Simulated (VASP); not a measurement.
# Mg (P6_3/mmc) in VASP: notebook

The runs below take Mg through single point, with LDA, PBE0, PBEsol-based global hybrid with 25 % exact exchange.

All numbers are computed with VASP 6.6.1; they aren't measurements. Logs are shortened: lines on timing, memory, paths and dates and some standing lists are left out, and cuts for length are marked.

## 1. The cell of the first run

Symmetry: P6_3/mmc, No. 194, hexagonal system. The conventional cell has a = 3.239 Å, b = 3.239 Å, c = 10.521 Å, α = 90.00°, β = 90.00°, γ = 120.00°. Within 4.2 Å of Mg (site symmetry -6m2) lie 12 Mg at 3.23 to 3.24 Å. Within 4.2 Å of Mg (site symmetry -3m) lie 12 Mg at 3.23 to 3.24 Å.

## 2. Single point, LDA (23.90 Å³/atom)

Input file INCAR:

```
SYSTEM = Mg
PREC = Accurate
ENCUT = 520
EDIFF = 1E-7
ISMEAR = -1
SIGMA = 0.05
LREAL = .False.
LASPH = .True.
NELM = 100
ALGO = Normal
ISIF = 2
LWAVE = .False.
LCHARG = .True.
GGA = CA
LELF = .True.
LVHAR = .True.
NBANDS = 12
```

Input file KPOINTS:

```
Automatic mesh
0
Gamma
  10 10 3
  0 0 0
```

Input file POSCAR:

```
Mg
1.0
    3.2391326931      0.0000000000      0.0000000000
   -1.6195663465      2.8051711984      0.0000000000
    0.0000000000      0.0000000000     10.5212440182
Mg
4
Direct
    0.6666666667      0.3333333333      0.7500000000
    0.0000000000      0.0000000000      0.5000000000
    0.3333333333      0.6666666667      0.2500000000
    0.0000000000      0.0000000000      0.0000000000
```

Potentials or basis: VASP PAW LDA potentials, release 64 (Mg).

On the command line:

```sh
$ cat potpaw_LDA.64/Mg/POTCAR > POTCAR
$ mpirun -np 1 vasp_std > vasp.out
```

OUTCAR:

```text
SYSTEM = Mg
   PREC = Accurate
   ENCUT = 520
   EDIFF = 1E-7
   ISMEAR = -1
   LREAL = .False.
   LASPH = .True.
   NELM = 100
   ISIF = 2
   GGA = CA

 ion  position               nearest neighbor table
   1  0.667  0.333  0.750-   2 3.23   4 3.23   2 3.23   4 3.23   2 3.23   4 3.23
   2  0.000  0.000  0.500-   1 3.23   3 3.23   3 3.23   1 3.23   1 3.23   3 3.23
   3  0.333  0.667  0.250-   2 3.23   4 3.23   2 3.23   4 3.23   2 3.23   4 3.23
   4  0.000  0.000  0.000-   1 3.23   3 3.23   3 3.23   1 3.23   1 3.23   3 3.23

  LATTYP: Found a hexagonal cell.
 ALAT       =     3.2391326931
 C/A-ratio  =     3.2481670296

  Lattice vectors:

 A1 = (   3.2391326931,   0.0000000000,   0.0000000000)
 A2 = (  -1.6195663465,   2.8051711984,   0.0000000000)
 A3 = (   0.0000000000,   0.0000000000,  10.5212440182)

Analysis of symmetry for initial positions (statically):
=====================================================================
 Subroutine PRICEL returns:
 Original cell was already a primitive cell.

 Routine SETGRP: Setting up the symmetry group for a
 hexagonal supercell.

 Subroutine GETGRP returns: Found 24 space group operations
 (whereof 12 operations were pure point group operations)
 out of a pool of 24 trial point group operations.

The static configuration has the point symmetry D_3d.
 The point group associated with its full space group is D_6h.

Analysis of symmetry for dynamics (positions and initial velocities):
=====================================================================
 Subroutine PRICEL returns:
 Original cell was already a primitive cell.

 Routine SETGRP: Setting up the symmetry group for a
 hexagonal supercell.

 Subroutine GETGRP returns: Found 24 space group operations
 (whereof 12 operations were pure point group operations)
 out of a pool of 24 trial point group operations.

The dynamic configuration has the point symmetry D_3d.
 The point group associated with its full space group is D_6h.

 Subroutine INISYM returns: Found 24 space group operations
 (whereof 12 operations are pure point group operations),
 and found     1 'primitive' translations

----------------------------------------------------------------------------------------

                                     Primitive cell

  volume of cell :      95.5994

  direct lattice vectors                    reciprocal lattice vectors
     3.239132693  0.000000000  0.000000000     0.308724617  0.178242241  0.000000000
    -1.619566347  2.805171198  0.000000000     0.000000000  0.356484481  0.000000000
     0.000000000  0.000000000 10.521244018     0.000000000  0.000000000  0.095045795

  length of vectors
     3.239132693  3.239132693 10.521244018     0.356484481  0.356484481  0.095045795

  position of ions in fractional coordinates (direct lattice)
     0.666666667  0.333333333  0.750000000
     0.000000000  0.000000000  0.500000000
     0.333333333  0.666666667  0.250000000
     0.000000000  0.000000000  0.000000000

  ion indices of the primitive-cell ions
   primitive index   ion index
                 1           1
                 2           2
                 3           3
                 4           4

----------------------------------------------------------------------------------------

 KPOINTS: Automatic mesh

Automatic generation of k-mesh.
 Grid dimensions read from file:
 generate k-points for:   10   10    3

 Generating k-lattice:

  Cartesian coordinates                     Fractional coordinates (reciprocal lattice)
     0.030872462  0.017824224  0.000000000     0.100000000  0.000000000  0.000000000
     0.000000000  0.035648448  0.000000000     0.000000000  0.100000000  0.000000000
     0.000000000  0.000000000  0.031681932     0.000000000  0.000000000  0.333333333

  Length of vectors
     0.035648448  0.035648448  0.031681932

  Shift w.r.t. Gamma in fractional coordinates (k-lattice)
     0.000000000  0.000000000  0.000000000

 Subroutine IBZKPT returns following result:
 ===========================================

 Found     28 irreducible k-points:

 Following reciprocal coordinates:
            Coordinates               Weight
  0.000000  0.000000  0.000000      1.000000
  0.100000  0.000000  0.000000      6.000000
  0.200000  0.000000  0.000000      6.000000
  0.300000  0.000000  0.000000      6.000000
  0.400000  0.000000  0.000000      6.000000
  0.500000 -0.000000  0.000000      3.000000
[... 16 lines left out ...]
  0.300000  0.100000  0.333333     24.000000
  0.400000  0.100000  0.333333     24.000000
 [... further k-points ...]
   k-points           NKPTS =     28   k-points in BZ     NKDIM =     28   number of bands    NBANDS=     12
   number of dos      NEDOS =    301   number of ions     NIONS =      4
   total plane-waves  NPLWV =  46080
   dimension x,y,z NGX =    24 NGY =   24 NGZ =   80
   dimension x,y,z NGXF=    48 NGYF=   48 NGZF=  160
   ions per type =               4
   NGX,Y,Z   is equivalent  to a cutoff of  12.32, 12.32, 12.64 a.u.
   NGXF,Y,Z  is equivalent  to a cutoff of  24.64, 24.64, 25.28 a.u.
 SYSTEM =  Mg
   PREC   = accura    normal or accurate (medium, high low for compatibility)
   ISTART =      0    job   : 0-new  1-cont  2-samecut
   ICHARG =      2    charge: 1-file 2-atom 10-const
   ISPIN  =      1    spin polarized calculation?
   LNONCOLLINEAR =      F non collinear calculations
   LSORBIT =      F    spin-orbit coupling
   LASPH  =      T    aspherical Exc in radial PAW
   ENCUT  =  520.0 eV  38.22 Ry    6.18 a.u.   6.02  6.02 19.56*2*pi/ulx,y,z
   NELM   =    100;   NELMIN=  2; NELMDL= -5     # of ELM steps
   EDIFF  = 0.1E-06   stopping-criterion for ELM
   LREAL  =      F    real-space projection
   EDIFFG = 0.1E-05   stopping-criterion for IOM
   NSW    =      0    number of steps for IOM
   IBRION =     -1    ionic relax: 0-MD 1-quasi-New 2-CG
   NFREE  =      0    steps in history (QN), initial steepest desc. (CG)
   ISIF   =      2    stress and relaxation
   ISYM   =      2    0-nonsym 1-usesym 2-fastsym
   POTIM  = 0.5000    time-step for ionic-motion
   TEBEG  =    0.0;   TEEND  =   0.0 temperature during run
   PSTRESS=    0.0 pullay stress
   NELECT =       8.0000    total number of electrons
   NUPDOWN=      -1.0000    fix difference up-down
   EMIN   =  10.00;   EMAX   =-10.00  energy-range for DOS
   EFERMI =   0.00;   METHOD = LEGACY
   ISMEAR =    -1;   SIGMA  =   0.05  broadening in eV -4-tet -1-fermi 0-gaus
   EFERMI_NEDOS =   21; number of points for ismear=-14 and -15
   IALGO  =     38    algorithm
   IMIX   =      4    mixing-type and parameters
     AMIX     =   0.40;   BMIX     =  1.00
     AMIX_MAG =   1.60;   BMIX_MAG =  1.00
  volume/ion in A,a.u.               =      23.90       161.28
  Fermi-wavevector in a.u.,A,eV,Ry     =   0.716066  1.353169  6.976396  0.512751
  Thomas-Fermi vector in A             =   1.804390
   LORBIT       =      0    0 simple, 1 ext, 2 COOP (PROOUT), +10 PAW based schemes
   GGA     = CA    functional components
   LHFCALC =     F    Hartree Fock is set to
   AEXX    =    0.0000 exact exchange contribution
   IVDW    =     0    specifies the selected vdW correction
   LEPSILON=     F    determine dielectric tensor
   LRPA    =     F    only Hartree local field effects (RPA)
 non-spin polarized calculation
  energy-cutoff  :      520.00
  volume of cell :       95.60
 maximum number of plane-waves:      2608
   NGX = 13   NGY = 13   NGZ = 39

 number of electron       8.0000000 magnetization

 Free energy of the ion-electron system (eV)
  ---------------------------------------------------
  ext. energy  EPLUGINS =         0.00000000
  ---------------------------------------------------
  free energy    TOTEN  =        -7.11559485 eV

  energy without entropy =       -7.10040942  energy(sigma->0) =       -7.10800213

 E-fermi :   2.3639     XC(G=0):  -8.5505

 val. band max:        2.3161326442   @ k =   0.3000   0.3000   0.0000
 cond. band min:       2.3679769398   @ k =   0.3000   0.3000   0.0000
 fundamental gap:      0.0518442956
 Fermi energy:         2.3639305311

 k-point     1 :       0.0000    0.0000    0.0000
  band No.  band energies     occupation
      1      -4.4835      2.00000
      2      -3.1324      2.00000
      3      -3.1302      2.00000
      4       0.6804      2.00000
      5       0.9802      2.00000
      6       7.1435      0.00000
      7       7.1517      0.00000
      8      12.9053      0.00000
      9      12.9053      0.00000
     10      12.9262      0.00000
     11      12.9262      0.00000
     12      13.6880      0.00000

 k-point     2 :       0.1000    0.0000    0.0000
  band No.  band energies     occupation
      1      -4.2922      2.00000
      2      -2.9437      2.00000
      3      -2.9414      2.00000
      4       0.8555      2.00000
      5       1.1676      2.00000
      6       7.2881      0.00000
      7       7.3064      0.00000
      8      10.2362      0.00000
      9      11.2985      0.00000
     10      11.3679      0.00000
     11      11.4573      0.00000
     12      12.4629      0.00000

 k-point     3 :       0.2000    0.0000    0.0000
  band No.  band energies     occupation
      1      -3.7206      2.00000
      2      -2.3798      2.00000
      3      -2.3773      2.00000
      4       1.3807      2.00000
      5       1.7207      1.99999
      6       7.0637      0.00000
      7       7.6198      0.00000
      8       8.0216      0.00000
      9       8.4877      0.00000
     10       8.7006      0.00000
     11      10.3245      0.00000
     12      11.0353      0.00000
[... 286 lines left out ...]
 k-point    23 :       0.3000    0.1000    0.3333
  band No.  band energies     occupation
      1      -1.8776      2.00000
      2      -1.4367      2.00000
      3       0.3023      2.00000
      4       1.5708      2.00000
      5       3.5759      0.00000
      6       3.9861      0.00000
      7       5.1224      0.00000
      8       5.7029      0.00000
      9       6.7183      0.00000
     10       6.9436      0.00000
     11       7.5987      0.00000
     12       7.9472      0.00000

 k-point    24 :       0.4000    0.1000    0.3333
  band No.  band energies     occupation
      1      -0.3982      2.00000
      2       0.0332      2.00000
      3       1.3969      2.00000
      4       1.5703      2.00000
      5       2.0702      1.99440
      6       3.0090      0.00000
      7       3.6782      0.00000
      8       4.8387      0.00000
      9       6.2393      0.00000
     10       6.8895      0.00000
     11       7.4008      0.00000
     12       8.2134      0.00000

 [... further k-points ...]
[... 5 lines left out ...]
  --------------------------------------------------------------------------------------
  -------------------------------------------------------------------------------------
  Total       -2.2002029     -2.2002029     -1.5637535     -0.0000000      0.0000000      0.0000000
  in kB      -36.8738181    -36.8738181    -26.2073845     -0.0000000      0.0000000      0.0000000
  external PRESSURE =     -33.3183402 kB  Pullay stress =       0.0000000 kB

 VOLUME and BASIS-vectors are now :
 -----------------------------------------------------------------------------
  energy-cutoff  :      520.00
  volume of cell :       95.60
      direct lattice vectors                 reciprocal lattice vectors
     3.239132693  0.000000000  0.000000000     0.308724617  0.178242241  0.000000000
    -1.619566347  2.805171198  0.000000000     0.000000000  0.356484481  0.000000000
     0.000000000  0.000000000 10.521244018     0.000000000  0.000000000  0.095045795

 POSITION                                       TOTAL-FORCE (eV/Angst)
 -----------------------------------------------------------------------------------
      1.61957      0.93506      7.89093        -0.000000     -0.000000     -0.000000
      0.00000      0.00000      5.26062        -0.000000      0.000000      0.000000
     -0.00000      1.87011      2.63031         0.000000      0.000000      0.000000
      0.00000      0.00000      0.00000        -0.000000      0.000000      0.000000
 -----------------------------------------------------------------------------------
    total drift:                                0.000000      0.000000      0.000000

  FREE ENERGIE OF THE ION-ELECTRON SYSTEM (eV)
  ---------------------------------------------------
  free  energy   TOTEN  =        -7.1155948514 eV

  energy  without entropy=       -7.1004094161  energy(sigma->0) =       -7.10800213
```

Wall time 31 s (1 thread of Intel Xeon 8259CL, shared host); peak memory 0.17 GiB.

Results:

```yaml
Free_energy: -7.1156 eV
Pressure: -3.3 GPa
Band_gap_on_the_k_mesh: zero (bands 4 and 5 overlap by 1.97 eV)
```

Caveat: the cell stands under tension.

## 3. Single point, PBE0

This run uses another cell than the first one, of 22.55 Å³/atom.

Input file POSCAR:

```
Mg
1.0
    3.1768261656      0.0000000000      0.0000000000
   -1.5884130828      2.7512121628      0.0000000000
    0.0000000000      0.0000000000     10.3188620100
Mg
4
Direct
    0.6666666667      0.3333333333      0.7500000000
    0.0000000000      0.0000000000      0.5000000000
    0.3333333333      0.6666666667      0.2500000000
    0.0000000000      0.0000000000      0.0000000000
```

Input file INCAR.step1:

```
PREC     = Accurate       # precision mode
ENCUT    = 520            # plane-wave cutoff, eV
EDIFF    = 1E-5           # SCF threshold, eV
ISMEAR   = -1             # smearing method
SIGMA    = 0.05           # smearing width, eV
LREAL    = F              # projectors in reciprocal space
LASPH    = T              # aspherical terms in the spheres
NELM     = 60             # most SCF steps
ALGO     = Normal         # electronic algorithm
ISIF     = 2              # what is computed and relaxed
LWAVE    = T              # write WAVECAR
GGA      = PE             # functional
NBANDS   = 12             # bands
```

Input file INCAR.step2:

```
PREC     = Accurate       # precision mode
ENCUT    = 520            # plane-wave cutoff, eV
EDIFF    = 1E-6           # SCF threshold, eV
ISMEAR   = -1             # smearing method
SIGMA    = 0.05           # smearing width, eV
LREAL    = F              # projectors in reciprocal space
LASPH    = T              # aspherical terms in the spheres
NELM     = 60             # most SCF steps
ALGO     = Normal         # electronic algorithm
ISIF     = 2              # what is computed and relaxed
LWAVE    = F              # write WAVECAR
LCHARG   = T              # write CHGCAR
GGA      = PE             # functional
LHFCALC  = T              # exact exchange
AEXX     = 0.25           # exact-exchange fraction
PRECFOCK = Normal       
LELF     = T              # ELF
LVHAR    = T            
ISTART   = 1            
NBANDS   = 12             # bands
```

Input file KPOINTS:

```
regular mesh
0
Gamma
  5 5 2
```

Potentials or basis: VASP PAW PBE potentials, release 64 (Mg).

On the command line:

```sh
$ cat potpaw_PBE.64/Mg/POTCAR > POTCAR
$ cp INCAR.step1 INCAR
$ mpirun -np 1 vasp_std > vasp.out
$ cp INCAR.step2 INCAR
$ mpirun -np 1 vasp_std > vasp.out
```

OUTCAR:

```text
PREC = Accurate
   ENCUT = 520
   EDIFF = 1E-6
   ISMEAR = -1
   LREAL = F
   LASPH = T
   NELM = 60
   ISIF = 2
   GGA = PE
   LHFCALC = T
   AEXX = 0.25
   PRECFOCK = Normal
   ISTART = 1

 ion  position               nearest neighbor table
   1  0.667  0.333  0.750-   2 3.17   4 3.17   2 3.17   4 3.17   2 3.17   4 3.17
   2  0.000  0.000  0.500-   1 3.17   3 3.17   3 3.17   1 3.17   1 3.17   3 3.17
[... 344 lines left out ...]

  FORCE on cell =-STRESS in cart. coord.  units (eV):
  Direction    XX          YY          ZZ          XY          YZ          ZX
  --------------------------------------------------------------------------------------
  -------------------------------------------------------------------------------------
  Total       -0.1030175     -0.1030175      0.5651725      0.0000000      0.0000000      0.0000000
  in kB       -1.8300895     -1.8300895     10.0401982      0.0000000      0.0000000      0.0000000
  external PRESSURE =       2.1266731 kB  Pullay stress =       0.0000000 kB

 VOLUME and BASIS-vectors are now :
 -----------------------------------------------------------------------------
  energy-cutoff  :      520.00
  volume of cell :       90.19
      direct lattice vectors                 reciprocal lattice vectors
     3.176826166  0.000000000  0.000000000     0.314779578  0.181738074  0.000000000
    -1.588413083  2.751212163  0.000000000     0.000000000  0.363476148  0.000000000
     0.000000000  0.000000000 10.318862010     0.000000000  0.000000000  0.096909911

 POSITION                                       TOTAL-FORCE (eV/Angst)
 -----------------------------------------------------------------------------------
      1.58841      0.91707      7.73915        -0.000000      0.000000      0.000000
      0.00000      0.00000      5.15943         0.000000      0.000000      0.000000
     -0.00000      1.83414      2.57972         0.000000      0.000000     -0.000000
      0.00000      0.00000      0.00000         0.000000      0.000000      0.000000
 -----------------------------------------------------------------------------------
    total drift:                               -0.000000     -0.000000      0.000000

  FREE ENERGIE OF THE ION-ELECTRON SYSTEM (eV)
  ---------------------------------------------------
  free  energy   TOTEN  =        -6.2563054330 eV

  energy  without entropy=       -6.2508960736  energy(sigma->0) =       -6.25360075
```

Wall time 5.9 min (1 thread of Oxide Virtual Turin-like, shared host); peak memory 0.18 GiB.

What came out:

| Property | Result |
| --- | --- |
| Free energy | -6.2563 eV |
| Pressure | 0.2 GPa |
| Band gap on the k mesh | zero (bands 4 and 5 overlap by 2.55 eV) |

Caveat: the k points lie up to 0.46 Å⁻¹ apart, too coarse for converged energies and pressures of a metal; the PAW data sets were made with another functional, which shifts forces and pressure a little.

[end of part 1 of 2]

The gap in the log of VASP goes by the Fermi energy; the results here count the filled bands.